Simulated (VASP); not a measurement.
CoSi2, 3 atoms in the cell. The structure is cubic, space group Fm-3m (No. 225). Conventional cell: a = 5.451 Å, b = 5.451 Å, c = 5.451 Å, α = 90.00°, β = 90.00°, γ = 90.00°. Within 3.1 Å of Co (site symmetry m-3m) lie 8 Si at 2.36 Å. Within 3.1 Å of Si (site symmetry -43m) lie 4 Co at 2.36 Å and 6 Si at 2.73 Å. 

| Quantity | Value |
| --- | --- |
| Program | VASP 6.6.1 |
| Task | single point |
| Functional | PBEsol |
| Potentials or basis | VASP PAW PBE potentials, release 64 (Co, Si) |
| Cutoff | 520 eV |
| k mesh | 14 × 14 × 14 |
| Occupations | gaussian, width 0.15 eV |
| Spin | collinear spin, ferromagnetic start |
| Starting moments | [2.2, 0.0, 0.0] μB |
| Fixed moment | 2.2 μB |
| Dipole correction | no |
| Further INCAR settings | ALGO = Normal; EDIFF = 1e-06; NBANDS = 20 |

Potentials or basis: VASP PAW PBE potentials, release 64 (Co, Si).

Command:

```sh
$ cat potpaw_PBE.64/Co/POTCAR potpaw_PBE.64/Si/POTCAR > POTCAR
$ mpirun -np 1 vasp_std > vasp.out
```

Hardware: 1 thread of AMD EPYC 7R43 64-Core Processor (Zen 3), on a shared host.

Problem. Estimate the wall time of this run.

Solution. Run time: 5.6 min on 1 thread of AMD EPYC 7R43 64-Core Processor (Zen 3), with other jobs on the host, peak memory 0.23 GiB. Counts: scf iterations 15, k points 104.
